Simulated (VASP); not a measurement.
NaF: relaxation of cell and atoms with PBEsol

The system is NaF.

```
CELL_PARAMETERS angstrom
3.94201 0.00000 0.00000
-1.97100 3.41388 0.00000
0.00000 0.00000 4.65561
ATOMIC_POSITIONS crystal
Na 0.33333 0.66667 0.93750
Na 0.66667 0.33333 0.43750
F 0.33333 0.66667 0.43750
F 0.66667 0.33333 0.93750
```

```json
{
  "Program": "VASP 6.6.1",
  "Task": "relaxation of cell and atoms",
  "Functional": "PBEsol",
  "Potentials or basis": "VASP PAW PBE potentials, release 64 (Na_pv, F)",
  "Cutoff": "600 eV",
  "k mesh": "6 × 6 × 6",
  "Occupations": "fermi-dirac, width 0.02 eV",
  "Spin": "no spin polarisation",
  "Dipole correction": "no",
  "Further INCAR settings": "ALGO = Normal; EDIFF = 1e-06; IBRION = 2; EDIFFG = -0.005; NSW = 80; ISIF = 3"
}
```

| Quantity | Value |
| --- | --- |
| Relaxed volume | 15.00 Å³/atom |
| Relaxed cell | a = 3.890 Å, b = 3.890 Å, c = 4.579 Å, α = 90.00°, β = 90.00°, γ = 120.00° |
| Space group after relaxing (to 0.1 Å) | P6_3/mmc (No. 194) |
| Energy gained by relaxing | 3.3 meV/atom |
| Ionic steps | 9 |
| Pressure after relaxing | 0.0 GPa |
| Band gap on the k mesh | 5.56 eV |

The path:
```
step  energy change (eV)  largest force (eV/Å)  pressure (GPa)  volume (Å³)
   1              0.0000                0.0000           -1.54        62.65
   2             -0.0100                0.0000           -0.73        61.30
   3             -0.0129                0.0000           -0.27        60.50
   4             -0.0107                0.0000            0.84        58.91
   5             -0.0133                0.0000           -0.11        60.11
   6             -0.0133                0.0000            0.10        59.89
   7             -0.0133                0.0000           -0.04        60.00
   8             -0.0133                0.0000            0.06        59.94
   9             -0.0133                0.0000           -0.01        60.00
```

Final structure:
```
CELL_PARAMETERS angstrom
3.88961 0.00000 0.00000
-1.94480 3.36850 0.00000
0.00000 0.00000 4.57940
ATOMIC_POSITIONS crystal
Na 0.33333 0.66667 0.93750
Na 0.66667 0.33333 0.43750
F 0.33333 0.66667 0.43750
F 0.66667 0.33333 0.93750
```

Levels at points of the mesh, in eV from the valence-band top:
| k point | band 11 | band 12 | band 13 | band 14 | band 15 | band 16 | band 17 | band 18 |
| --- | --- | --- | --- | --- | --- | --- | --- | --- |
| (0.00, 0.00, 0.00) | -0.59 | -0.29 | -0.29 | 0.00 | 5.56 | 12.74 | 12.74 | 15.37 |
| (0.50, 0.00, 0.00) | -0.71 | -0.61 | -0.36 | -0.17 | 8.70 | 10.23 | 12.71 | 14.92 |
| (0.00, 0.00, 0.50) | -0.45 | -0.45 | -0.45 | -0.45 | 7.85 | 7.85 | 16.27 | 16.27 |
| (0.50, 0.00, 0.50) | -0.47 | -0.47 | -0.26 | -0.26 | 9.75 | 9.75 | 12.25 | 12.25 |

It took 2.4 min on 1 thread of Intel Xeon 8259CL, with other jobs on the host, peak memory 0.21 GiB.

Caveat: the structure was generated, so it needn't be the stable form of NaF; the PAW data sets were made with another functional, which shifts forces and pressure a little. A k mesh can miss the band edges.
